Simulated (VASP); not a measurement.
# B (P6_3/mmc) in VASP: a series of runs, part 2 of 2

VASP 6.6.1. The steps go on from the part before.

## Step 3: Single point, LDA (volume scaled by 0.88)

INCAR

```
SYSTEM = B
  PREC = Accurate
  ENCUT = 520
  EDIFF = 1E-6
  ISMEAR = -1
  SIGMA = 0.1
  LREAL = .FALSE.
  LASPH = .TRUE.
  NELM = 100
  ALGO = Normal
  ISIF = 2
  LWAVE = .FALSE.
  LCHARG = .FALSE.
  GGA = CA
  NBANDS = 14
```

KPOINTS

```
Automatic mesh
0
G
  24 24 3
  0 0 0
```

POSCAR

```
B
1.0
    1.6254633630      0.0000000000      0.0000000000
   -0.8127316815      1.4076925653      0.0000000000
    0.0000000000      0.0000000000     13.2936866407
B
4
Direct
    0.0000000000      1.0000000000      0.0000000000
    0.0000000000      0.0000000000      0.5000000000
    0.3333333333      0.6666666667      0.2500000000
    0.6666666667      0.3333333333      0.7500000000
```

Potentials or basis: VASP PAW LDA potentials, release 64 (B).

On the command line:

```
cat potpaw_LDA.64/B/POTCAR > POTCAR
mpirun -np 1 vasp_std > vasp.out
```

OUTCAR:

```text
SYSTEM = B
   PREC = Accurate
   ENCUT = 520
   EDIFF = 1E-6
   ISMEAR = -1
   LREAL = .FALSE.
   LASPH = .TRUE.
   NELM = 100
   ISIF = 2
   GGA = CA

 ion  position               nearest neighbor table
   1  0.000  0.000  0.000-
   2  0.000  0.000  0.500-
   3  0.333  0.667  0.250-
   4  0.667  0.333  0.750-

  LATTYP: Found a hexagonal cell.
 ALAT       =     1.6254633630
[... 606 lines left out ...]

  FORCE on cell =-STRESS in cart. coord.  units (eV):
  Direction    XX          YY          ZZ          XY          YZ          ZX
  --------------------------------------------------------------------------------------
  -------------------------------------------------------------------------------------
  Total        8.9295071      8.9295071      0.1388060      0.0000000      0.0000000      0.0000000
  in kB      470.3353584    470.3353584      7.3111932      0.0000000      0.0000000      0.0000000
  external PRESSURE =     315.9939700 kB  Pullay stress =       0.0000000 kB

 VOLUME and BASIS-vectors are now :
 -----------------------------------------------------------------------------
  energy-cutoff  :      520.00
  volume of cell :       30.42
      direct lattice vectors                 reciprocal lattice vectors
     1.625463363  0.000000000  0.000000000     0.615209191  0.355191192  0.000000000
    -0.812731681  1.407692565  0.000000000     0.000000000  0.710382384  0.000000000
     0.000000000  0.000000000 13.293686641     0.000000000  0.000000000  0.075223678

 POSITION                                       TOTAL-FORCE (eV/Angst)
 -----------------------------------------------------------------------------------
      0.00000      0.00000      0.00000         0.000000      0.000000      0.000000
      0.00000      0.00000      6.64684         0.000000      0.000000      0.000000
     -0.00000      0.93846      3.32342        -0.000000     -0.000000     -0.000000
      0.81273      0.46923      9.97026         0.000000      0.000000     -0.000000
 -----------------------------------------------------------------------------------
    total drift:                               -0.000000      0.000000      0.000000

  FREE ENERGIE OF THE ION-ELECTRON SYSTEM (eV)
  ---------------------------------------------------
  free  energy   TOTEN  =       -26.6415030441 eV

  energy  without entropy=      -26.6120225762  energy(sigma->0) =      -26.62676281
```

OSZICAR:

```text
N       E                     dE             d eps       ncg     rms          rms(c)
DAV:   1     0.194825254205E+02    0.19483E+02   -0.59943E+03  3438   0.782E+02
DAV:   2    -0.283558195171E+02   -0.47838E+02   -0.44460E+02  4488   0.173E+02
DAV:   3    -0.296104762230E+02   -0.12547E+01   -0.12376E+01  4474   0.221E+01
DAV:   4    -0.296158458299E+02   -0.53696E-02   -0.53659E-02  4236   0.158E+00
DAV:   5    -0.296159001871E+02   -0.54357E-04   -0.54265E-04  4522   0.119E-01    0.697E+00
DAV:   6    -0.273471641785E+02    0.22687E+01   -0.11369E+00  4154   0.649E+00    0.378E+00
DAV:   7    -0.266431683836E+02    0.70400E+00   -0.13115E+00  4112   0.715E+00    0.718E-01
DAV:   8    -0.266618403187E+02   -0.18672E-01   -0.14827E-01  4040   0.246E+00    0.521E-01
DAV:   9    -0.266417717141E+02    0.20069E-01   -0.21126E-02  4214   0.932E-01    0.666E-02
DAV:  10    -0.266415004006E+02    0.27131E-03   -0.15439E-03  4416   0.246E-01    0.198E-02
DAV:  11    -0.266415036300E+02   -0.32293E-05   -0.49238E-05  4106   0.422E-02    0.389E-03
DAV:  12    -0.266415030441E+02    0.58583E-06   -0.14195E-06  3368   0.657E-03
   1 F= -.26641503E+02 E0= -.26626763E+02  d E =-.294805E-01
```

Wall time 20 s (1 thread of AMD EPYC 9R45 (Zen 5), shared host); peak memory 0.12 GiB.

What came out:

```yaml
Free_energy: -26.6415 eV
Pressure: 31.6 GPa
Band_gap_on_the_k_mesh: zero (band 6 reaches 10.76 eV, above the bottom of band 7 at -1.84 eV)
```

## Step 4: Single point, LDA (volume scaled by 0.92)

INCAR

```
ALGO = Normal ; EDIFF = 1E-7
ENCUT = 520 ; ISIF = 2
ISMEAR = -1 ; LASPH = T
LCHARG = F ; LREAL = F
LWAVE = F ; NBANDS = 14
NELM = 100 ; PREC = Accurate
SIGMA = 0.1
```

KPOINTS

```
k-points
0
Gamma
  24 24 3
```

POSCAR

```
B
1.0
    1.6497275875      0.0000000000      0.0000000000
   -0.8248637938      1.4287060001      0.0000000000
    0.0000000000      0.0000000000     13.4921291305
B
4
Direct
    0.0000000000      1.0000000000      0.0000000000
    0.0000000000      0.0000000000      0.5000000000
    0.3333333333      0.6666666667      0.2500000000
    0.6666666667      0.3333333333      0.7500000000
```

On the command line:

```
cat potpaw_LDA.64/B/POTCAR > POTCAR
mpirun -np 1 vasp_std > vasp.out
```

Wall time 21 s (1 thread of AMD EPYC 9R45 (Zen 5), shared host); peak memory 0.12 GiB.

Results (log left out):

```
Free energy            : -26.8593 eV
Pressure               : 18.9 GPa
Band gap on the k mesh : zero (band 6 reaches 10.20 eV, above the bottom of band 7 at -1.92 eV)
```

Stress tensor (GPa, compression positive):
```
28.33  0.00  0.00
 0.00 28.33  0.00
 0.00  0.00  0.12
```

Levels at points of the mesh, in eV from the Fermi level:
```csv
k point,band 4,band 5,band 6,band 7,band 8,band 9,band 10,band 11
"(0.00, 0.00, 0.00)",-17.29,-9.69,-8.49,-8.49,-6.99,2.33,5.54,5.54
"(0.50, 0.00, 0.00)",-9.34,1.97,2.13,2.15,2.34,5.64,6.01,6.07
```

## Step 5: Single point, LDA (volume scaled by 0.96)

INCAR

```
PREC = Accurate
ENCUT = 520
EDIFF = 1E-6
ISMEAR = -1
SIGMA = 0.1
LREAL = F
LASPH = T
NELM = 80
ALGO = Normal
ISIF = 2
LWAVE = F
LCHARG = F
GGA = CA
NBANDS = 14
```

KPOINTS

```
Automatic mesh
0
Gamma
  24 24 3
```

POSCAR

```
B
1.0
    1.6732983090      0.0000000000      0.0000000000
   -0.8366491545      1.4491188437      0.0000000000
    0.0000000000      0.0000000000     13.6848998767
B
4
Direct
    0.0000000000      1.0000000000      0.0000000000
    0.0000000000      0.0000000000      0.5000000000
    0.3333333333      0.6666666667      0.2500000000
    0.6666666667      0.3333333333      0.7500000000
```

On the command line:

```
cat potpaw_LDA.64/B/POTCAR > POTCAR
mpirun -np 1 vasp_std > vasp.out
```

It took 20 s on 1 thread of AMD EPYC 9R45 (Zen 5), shared host; peak memory 0.12 GiB.

The run converged. Its results:

```yaml
Free_energy: -26.9768 eV
Pressure: 8.4 GPa
Band_gap_on_the_k_mesh: zero (band 6 reaches 9.68 eV, above the bottom of band 7 at -2.00 eV)
```

Stress tensor (GPa, compression positive):
```
12.70  0.00  0.00
 0.00 12.70  0.00
 0.00  0.00 -0.31
```

Levels at points of the mesh, in eV from the Fermi level:
```csv
k point,band 3,band 4,band 5,band 6,band 7,band 8,band 9,band 10,band 11,band 12
"(0.00, 0.00, 0.00)",-17.28,-17.01,-9.33,-8.19,-8.19,-6.75,2.37,5.48,5.48,10.13
"(0.50, 0.00, 0.00)",-9.13,-9.10,1.70,1.85,1.86,2.03,5.47,5.81,5.87,6.20
```

## Step 6: Overview

| cell | k mesh | gap on the mesh (eV) | pressure (GPa) |
| --- | --- | --- | --- |
| a = 1.696, b = 1.696, c = 13.872 Å, angles 90.0, 90.0, 120.0°, 4 atoms | 17 × 17 × 5 | none | 0.1 |
| a = 1.625, b = 1.625, c = 13.294 Å, angles 90.0, 90.0, 120.0°, 4 atoms | 24 × 24 × 3 | none | 31.6 |
| a = 1.650, b = 1.650, c = 13.492 Å, angles 90.0, 90.0, 120.0°, 4 atoms | 24 × 24 × 3 | none | 18.9 |
| a = 1.673, b = 1.673, c = 13.685 Å, angles 90.0, 90.0, 120.0°, 4 atoms | 24 × 24 × 3 | none | 8.4 |

Alike in all rows: task single point; level LDA; potentials or basis VASP PAW LDA potentials, release 64 (B); no spin polarisation; cutoff (eV) 520; smearing fermi-dirac 0.1 eV.

Total energies depend on the potentials used, so only differences within one code and one set of settings carry meaning.
